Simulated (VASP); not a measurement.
# WSe2 (P6_3/mmc) in VASP: notebook

WSe2 is run at these levels: PBE+D3(BJ); tasks: single point.

Program: VASP 6.6.1. These are calculated values, not measurements. Logs are shortened: lines on timing, memory, paths and dates and some standing lists are left out, and cuts for length are marked.

## 1. The cell of the first run

The structure is hexagonal, space group P6_3/mmc (No. 194). The conventional cell has a = 3.320 Å, b = 3.320 Å, c = 13.737 Å, α = 90.00°, β = 90.00°, γ = 120.00°. Within 3.4 Å of W (site symmetry -6m2) lie 6 Se at 2.54 Å and 6 W at 3.32 Å. Within 3.4 Å of Se (site symmetry 3m) lie 3 W at 2.54 Å and 7 Se at 3.32 Å.

## 2. Single point, PBE+D3(BJ)

The input, INCAR:

```
SYSTEM = WSe2
PREC = Accurate
ENCUT = 520
EDIFF = 1E-7
ISMEAR = 0
SIGMA = 0.1
LREAL = .FALSE.
LASPH = .TRUE.
NELM = 60
ALGO = Normal
ISIF = 2
LWAVE = .FALSE.
LCHARG = .FALSE.
GGA = PE
IVDW = 12
NBANDS = 35
```

The input, KPOINTS:

```
regular mesh
0
G
  6 6 2
  0 0 0
```

The input, POSCAR:

```
WSe2
1.0
    3.3199329200      0.0000000000      0.0000000000
   -1.6599664600      2.8751462500      0.0000000000
    0.0000000000      0.0000000000     13.7371873000
W Se
2 4
Direct
    0.6666666700      0.3333333300      0.7500000000
    0.3333333300      0.6666666700      0.2500000000
    0.3333333300      0.6666666700      0.8710007900
    0.6666666700      0.3333333300      0.3710007900
    0.3333333300      0.6666666700      0.6289992100
    0.6666666700      0.3333333300      0.1289992100
```

Potentials or basis: VASP PAW PBE potentials, release 64 (W_sv, Se).

The run is started by

```
cat potpaw_PBE.64/W_sv/POTCAR potpaw_PBE.64/Se/POTCAR > POTCAR
mpirun -np 1 vasp_std > vasp.out
```

OUTCAR:

```text
SYSTEM = WSe2
   PREC = Accurate
   ENCUT = 520
   EDIFF = 1E-7
   ISMEAR = 0
   LREAL = .FALSE.
   LASPH = .TRUE.
   NELM = 60
   ISIF = 2
   GGA = PE
   IVDW = 12
 IVDW          = 12

 ion  position               nearest neighbor table
   1  0.667  0.333  0.750-   3 2.54   5 2.54   3 2.54   5 2.54   3 2.54   5 2.54
   2  0.333  0.667  0.250-   4 2.54   6 2.54   4 2.54   6 2.54   4 2.54   6 2.54
   3  0.333  0.667  0.871-   1 2.54   1 2.54   1 2.54
   4  0.667  0.333  0.371-   2 2.54   2 2.54   2 2.54
   5  0.333  0.667  0.629-   1 2.54   1 2.54   1 2.54
   6  0.667  0.333  0.129-   2 2.54   2 2.54   2 2.54

  LATTYP: Found a hexagonal cell.
 ALAT       =     3.3199329200
 C/A-ratio  =     4.1377906214

  Lattice vectors:

 A1 = (   3.3199329200,   0.0000000000,   0.0000000000)
 A2 = (  -1.6599664600,   2.8751462500,   0.0000000000)
 A3 = (   0.0000000000,   0.0000000000,  13.7371873000)

Analysis of symmetry for initial positions (statically):
=====================================================================
 Subroutine PRICEL returns:
 Original cell was already a primitive cell.

 Routine SETGRP: Setting up the symmetry group for a
 hexagonal supercell.

 Subroutine GETGRP returns: Found 24 space group operations
 (whereof 12 operations were pure point group operations)
 out of a pool of 24 trial point group operations.

The static configuration has the point symmetry D_3d.
 The point group associated with its full space group is D_6h.

Analysis of symmetry for dynamics (positions and initial velocities):
=====================================================================
 Subroutine PRICEL returns:
 Original cell was already a primitive cell.

 Routine SETGRP: Setting up the symmetry group for a
 hexagonal supercell.

 Subroutine GETGRP returns: Found 24 space group operations
 (whereof 12 operations were pure point group operations)
 out of a pool of 24 trial point group operations.

The dynamic configuration has the point symmetry D_3d.
 The point group associated with its full space group is D_6h.

 Subroutine INISYM returns: Found 24 space group operations
 (whereof 12 operations are pure point group operations),
 and found     1 'primitive' translations

----------------------------------------------------------------------------------------

                                     Primitive cell

  volume of cell :     131.1255

  direct lattice vectors                    reciprocal lattice vectors
     3.319932920  0.000000000  0.000000000     0.301210905  0.173904197  0.000000000
    -1.659966460  2.875146250  0.000000000     0.000000000  0.347808394  0.000000000
     0.000000000  0.000000000 13.737187300     0.000000000  0.000000000  0.072795106

  length of vectors
     3.319932920  3.319932922 13.737187300     0.347808394  0.347808394  0.072795106

  position of ions in fractional coordinates (direct lattice)
     0.666666670  0.333333330  0.750000000
     0.333333330  0.666666670  0.250000000
     0.333333330  0.666666670  0.871000790
     0.666666670  0.333333330  0.371000790
     0.333333330  0.666666670  0.628999210
     0.666666670  0.333333330  0.128999210

  ion indices of the primitive-cell ions
   primitive index   ion index
                 1           1
                 2           2
                 3           3
                 4           4
                 5           5
                 6           6

----------------------------------------------------------------------------------------

 KPOINTS: regular mesh

Automatic generation of k-mesh.
 Grid dimensions read from file:
 generate k-points for:    6    6    2

 Generating k-lattice:

  Cartesian coordinates                     Fractional coordinates (reciprocal lattice)
     0.050201818  0.028984033  0.000000000     0.166666667  0.000000000  0.000000000
     0.000000000  0.057968066  0.000000000     0.000000000  0.166666667  0.000000000
     0.000000000  0.000000000  0.036397553     0.000000000  0.000000000  0.500000000

  Length of vectors
     0.057968066  0.057968066  0.036397553

  Shift w.r.t. Gamma in fractional coordinates (k-lattice)
     0.000000000  0.000000000  0.000000000

 Subroutine IBZKPT returns following result:
 ===========================================

 Found     14 irreducible k-points:

 Following reciprocal coordinates:
            Coordinates               Weight
  0.000000  0.000000  0.000000      1.000000
  0.166667 -0.000000  0.000000      6.000000
  0.333333  0.000000  0.000000      6.000000
  0.500000 -0.000000  0.000000      3.000000
  0.166667  0.166667  0.000000      6.000000
  0.333333  0.166667  0.000000     12.000000
  0.333333  0.333333  0.000000      2.000000
  0.000000  0.000000  0.500000      1.000000
  0.166667 -0.000000  0.500000      6.000000
  0.333333  0.000000  0.500000      6.000000
  0.500000 -0.000000  0.500000      3.000000
  0.166667  0.166667  0.500000      6.000000
  0.333333  0.166667  0.500000     12.000000
  0.333333  0.333333  0.500000      2.000000
   k-points           NKPTS =     14   k-points in BZ     NKDIM =     14   number of bands    NBANDS=     35
   number of dos      NEDOS =    301   number of ions     NIONS =      6
   total plane-waves  NPLWV =  84672
   dimension x,y,z NGX =    28 NGY =   28 NGZ =  108
   dimension x,y,z NGXF=    56 NGYF=   56 NGZF=  216
   ions per type =               2   4
   NGX,Y,Z   is equivalent  to a cutoff of  14.02, 14.02, 13.07 a.u.
   NGXF,Y,Z  is equivalent  to a cutoff of  28.04, 28.04, 26.14 a.u.
 SYSTEM =  WSe2
   PREC   = accura    normal or accurate (medium, high low for compatibility)
   ISTART =      0    job   : 0-new  1-cont  2-samecut
   ICHARG =      2    charge: 1-file 2-atom 10-const
   ISPIN  =      1    spin polarized calculation?
   LNONCOLLINEAR =      F non collinear calculations
   LSORBIT =      F    spin-orbit coupling
   LASPH  =      T    aspherical Exc in radial PAW
   ENCUT  =  520.0 eV  38.22 Ry    6.18 a.u.   6.17  6.17 25.54*2*pi/ulx,y,z
   NELM   =     60;   NELMIN=  2; NELMDL= -5     # of ELM steps
   EDIFF  = 0.1E-06   stopping-criterion for ELM
   LREAL  =      F    real-space projection
   EDIFFG = 0.1E-05   stopping-criterion for IOM
   NSW    =      0    number of steps for IOM
   IBRION =     -1    ionic relax: 0-MD 1-quasi-New 2-CG
   NFREE  =      0    steps in history (QN), initial steepest desc. (CG)
   ISIF   =      2    stress and relaxation
   ISYM   =      2    0-nonsym 1-usesym 2-fastsym
   POTIM  = 0.5000    time-step for ionic-motion
   TEBEG  =    0.0;   TEEND  =   0.0 temperature during run
   PSTRESS=    0.0 pullay stress
   NELECT =      52.0000    total number of electrons
   NUPDOWN=      -1.0000    fix difference up-down
   EMIN   =  10.00;   EMAX   =-10.00  energy-range for DOS
   EFERMI =   0.00;   METHOD = LEGACY
   ISMEAR =     0;   SIGMA  =   0.10  broadening in eV -4-tet -1-fermi 0-gaus
   EFERMI_NEDOS =   21; number of points for ismear=-14 and -15
   IALGO  =     38    algorithm
   IMIX   =      4    mixing-type and parameters
     AMIX     =   0.40;   BMIX     =  1.00
     AMIX_MAG =   1.60;   BMIX_MAG =  1.00
  volume/ion in A,a.u.               =      21.85       147.48
  Fermi-wavevector in a.u.,A,eV,Ry     =   1.202764  2.272894 19.682734  1.446640
  Thomas-Fermi vector in A             =   2.338536
   LORBIT       =      0    0 simple, 1 ext, 2 COOP (PROOUT), +10 PAW based schemes
   GGA     = PE    functional components
   LHFCALC =     F    Hartree Fock is set to
   AEXX    =    0.0000 exact exchange contribution
   IVDW    =    12    specifies the selected vdW correction
   LEPSILON=     F    determine dielectric tensor
   LRPA    =     F    only Hartree local field effects (RPA)
 non-spin polarized calculation
 Gauss-broadening in eV      SIGMA  =   0.10
  energy-cutoff  :      520.00
  volume of cell :      131.13
 maximum number of plane-waves:      3568
 NGX is ok and might be reduce to    28
   NGX = 13   NGY = 13   NGZ = 51

 number of electron      51.9999999 magnetization

 Free energy of the ion-electron system (eV)
  ---------------------------------------------------
  ext. energy  EPLUGINS =         0.00000000
  ---------------------------------------------------
  free energy    TOTEN  =       -43.21937036 eV

  energy without entropy =      -43.21937036  energy(sigma->0) =      -43.21937036

 E-fermi :   5.9949     XC(G=0): -10.2508

 val. band max:        5.3465517924   @ k =   0.0000   0.0000   0.0000
 cond. band min:       6.5682590159   @ k =   0.1667   0.1667   0.0000
 fundamental gap:      1.2217072235
 Fermi energy:         5.9948969899

 k-point     1 :       0.0000    0.0000    0.0000
  band No.  band energies     occupation
      1     -68.9051      2.00000
      2     -68.9051      2.00000
      3     -33.1336      2.00000
      4     -33.1336      2.00000
      5     -33.0319      2.00000
      6     -33.0319      2.00000
[... 27 lines left out ...]
     34       8.3084      0.00000
     35       9.6816      0.00000

 k-point     2 :       0.1667   -0.0000    0.0000
  band No.  band energies     occupation
      1     -68.9028      2.00000
      2     -68.9028      2.00000
      3     -33.1234      2.00000
      4     -33.1234      2.00000
      5     -33.0853      2.00000
      6     -33.0853      2.00000
[... 27 lines left out ...]
     34       8.7002      0.00000
     35      11.1840      0.00000

 k-point     3 :       0.3333    0.0000    0.0000
  band No.  band energies     occupation
      1     -68.8983      2.00000
      2     -68.8983      2.00000
      3     -33.1903      2.00000
      4     -33.1903      2.00000
      5     -33.1030      2.00000
      6     -33.1030      2.00000
[... 27 lines left out ...]
     34       9.4714      0.00000
     35      10.8790      0.00000
[... 343 lines left out ...]
 k-point    13 :       0.3333    0.1667    0.5000
  band No.  band energies     occupation
      1     -68.8961      2.00000
      2     -68.8961      2.00000
      3     -33.2158      2.00000
      4     -33.2158      2.00000
      5     -33.1088      2.00000
      6     -33.1088      2.00000
[... 27 lines left out ...]
     34       9.4986      0.00000
     35      10.8281      0.00000

 k-point    14 :       0.3333    0.3333    0.5000
  band No.  band energies     occupation
      1     -68.8950      2.00000
      2     -68.8950      2.00000
      3     -33.1900      2.00000
      4     -33.1900      2.00000
      5     -33.1672      2.00000
      6     -33.1672      2.00000
[... 27 lines left out ...]
     34       9.8533      0.00000
     35      11.3203      0.00000

------------------------ aborting loop because EDIFF is reached ----------------------------------------

 Edisp (eV)   -2.58094

 E8    (eV) :    -1.1516

  FORCE on cell =-STRESS in cart. coord.  units (eV):
  Direction    XX          YY          ZZ          XY          YZ          ZX
  --------------------------------------------------------------------------------------
  -------------------------------------------------------------------------------------
  Total      -1.60850    -1.60850    -0.03605     0.00000     0.00000     0.00000
  in kB     -19.65368   -19.65368    -0.44050     0.00000     0.00000     0.00000
  external pressure =      -13.25 kB  Pullay stress =        0.00 kB

 VOLUME and BASIS-vectors are now :
 -----------------------------------------------------------------------------
  energy-cutoff  :      520.00
  volume of cell :      131.13
      direct lattice vectors                 reciprocal lattice vectors
     3.319932920  0.000000000  0.000000000     0.301210905  0.173904197  0.000000000
    -1.659966460  2.875146250  0.000000000     0.000000000  0.347808394  0.000000000
     0.000000000  0.000000000 13.737187300     0.000000000  0.000000000  0.072795106

 POSITION                                       TOTAL-FORCE (eV/Angst)
 -----------------------------------------------------------------------------------
      1.65997      0.95838     10.30289         0.000000     -0.000000      0.000000
     -0.00000      1.91676      3.43430         0.000000      0.000000      0.000000
     -0.00000      1.91676     11.96510        -0.000000      0.000000      0.301614
      1.65997      0.95838      5.09651        -0.000000     -0.000000      0.301614
     -0.00000      1.91676      8.64068        -0.000000      0.000000     -0.301614
      1.65997      0.95838      1.77209        -0.000000     -0.000000     -0.301614
 -----------------------------------------------------------------------------------
    total drift:                               -0.000009      0.000005     -0.000000

  FREE ENERGIE OF THE ION-ELECTRON SYSTEM (eV)
  ---------------------------------------------------
  free  energy   TOTEN  =       -45.8003092475 eV

  energy  without entropy=      -45.8003092475  energy(sigma->0) =      -45.80030925
```

Wall time 68 s (1 thread of AMD EPYC 9R45 (Zen 5), shared host); peak memory 0.27 GiB.

What came out:

```
Free energy                : -45.8003 eV
Pressure                   : -1.3 GPa
Largest force              : 0.302 eV/Å
Band gap on the k mesh     : 1.22 eV (least direct gap 1.46 eV)
Dispersion energy per atom : -0.430 eV
```

Forces in eV/Å, atoms in the order of the input:
```
W    0.000  0.000  0.000
W    0.000  0.000  0.000
Se   0.000  0.000  0.302
Se   0.000  0.000  0.302
Se   0.000  0.000 -0.302
Se   0.000  0.000 -0.302
```

Caveat: spin-orbit coupling is left out, which moves the levels of the heavy elements. A k mesh can miss the band edges.

## 3. Single point, PBE+D3(BJ)

This run uses another cell than the first one, of 19.85 Å³/atom.

The input, INCAR:

```
PREC = Accurate
ENCUT = 520
EDIFF = 1E-7
ISMEAR = 0
SIGMA = 0.02
LREAL = F
LASPH = T
NELM = 60
ALGO = Normal
ISIF = 2
LWAVE = F
LCHARG = F
GGA = PE
IVDW = 12
NBANDS = 35
```

The input, KPOINTS:

```
Automatic mesh
0
Gamma
  9 9 2
```

The input, POSCAR:

```
WSe2
1.0
    3.2790490475      0.0000000000      0.0000000000
   -1.6395245237      2.8397397754      0.0000000000
    0.0000000000      0.0000000000     12.7900344843
W Se
2 4
Direct
    0.6666666667      0.3333333333      0.7500000000
    0.3333333333      0.6666666667      0.2500000000
    0.3333333333      0.6666666667      0.8816887242
    0.6666666667      0.3333333333      0.3816887242
    0.3333333333      0.6666666667      0.6183112758
    0.6666666667      0.3333333333      0.1183112758
```

Potentials or basis: VASP PAW PBE potentials, release 64 (W_sv, Se).

The run is started by

```
cat potpaw_PBE.64/W_sv/POTCAR potpaw_PBE.64/Se/POTCAR > POTCAR
mpirun -np 1 vasp_std > vasp.out
```

Run time: 69 s. Hardware: 1 thread of AMD EPYC 9R45 (Zen 5), shared host; peak memory 0.25 GiB.

Results (log left out):

- Free energy: -45.9304 eV
- Pressure: 0.3 GPa
- Largest force: 0.049 eV/Å
- Band gap on the k mesh: 0.99 eV (least direct gap 1.56 eV)
- Dispersion energy per atom: -0.475 eV

Forces in eV/Å, atoms in the order of the input:
```
W    0.000  0.000  0.000
W    0.000  0.000  0.000
Se   0.000  0.000  0.049
Se   0.000  0.000  0.049
Se   0.000  0.000 -0.049
Se   0.000  0.000 -0.049
```

Stress tensor (GPa, compression positive):
```
0.28 0.00 0.00
0.00 0.28 0.00
0.00 0.00 0.41
```

Levels at points of the mesh, in eV from the valence-band top:
```csv
k point,band 24,band 25,band 26,band 27,band 28,band 29
"(0.00, 0.00, 0.00)",-1.20,-0.96,0.00,2.63,2.63,2.68
"(0.00, 0.00, 0.50)",-1.50,-0.20,-0.20,2.63,2.63,2.63
```

Caveat: spin-orbit coupling is left out, which moves the levels of the heavy elements. A k mesh can miss the band edges.

## 4. Single point, PBE+D3(BJ)

This run uses another cell than the first one, of 19.85 Å³/atom.

The input, INCAR:

```
SYSTEM = WSe2
ALGO = Normal
EDIFF = 1E-6
ENCUT = 520
GGA = PE
ISIF = 2
ISMEAR = 0
IVDW = 12
LASPH = .True.
LCHARG = .False.
LREAL = .False.
LWAVE = .False.
NBANDS = 35
NELM = 60
PREC = Accurate
SIGMA = 0.02
```

The input, KPOINTS:

```
k-points
0
Gamma
  9 9 2
  0 0 0
```

POSCAR is that of step 3.

The run is started by

```
cat potpaw_PBE.64/W_sv/POTCAR potpaw_PBE.64/Se/POTCAR > POTCAR
mpirun -np 1 vasp_std > vasp.out
```

It took 63 s on 1 thread of AMD EPYC 9R45 (Zen 5), shared host; peak memory 0.25 GiB.

It converged, with:

| Property | Result |
| --- | --- |
| Free energy | -45.9304 eV |
| Pressure | 0.3 GPa |
| Largest force | 0.049 eV/Å |
| Band gap on the k mesh | 0.99 eV (least direct gap 1.56 eV) |
| Dispersion energy per atom | -0.475 eV |

Forces on the atoms (eV/Å):
```
W    0.000  0.000  0.000
W    0.000  0.000  0.000
Se   0.000  0.000  0.049
Se   0.000  0.000  0.049
Se   0.000  0.000 -0.049
Se   0.000  0.000 -0.049
```

Stress tensor (GPa, compression positive):
```
0.28 0.00 0.00
0.00 0.28 0.00
0.00 0.00 0.40
```

Levels at points of the mesh, in eV from the valence-band top:
| k point | band 23 | band 24 | band 25 | band 26 | band 27 | band 28 | band 29 | band 30 |
| --- | --- | --- | --- | --- | --- | --- | --- | --- |
| (0.00, 0.00, 0.00) | -1.46 | -1.20 | -0.96 | 0.00 | 2.63 | 2.63 | 2.68 | 2.68 |
| (0.00, 0.00, 0.50) | -1.50 | -1.50 | -0.21 | -0.21 | 2.63 | 2.63 | 2.63 | 2.63 |

Caveat: spin-orbit coupling is left out, which moves the levels of the heavy elements.
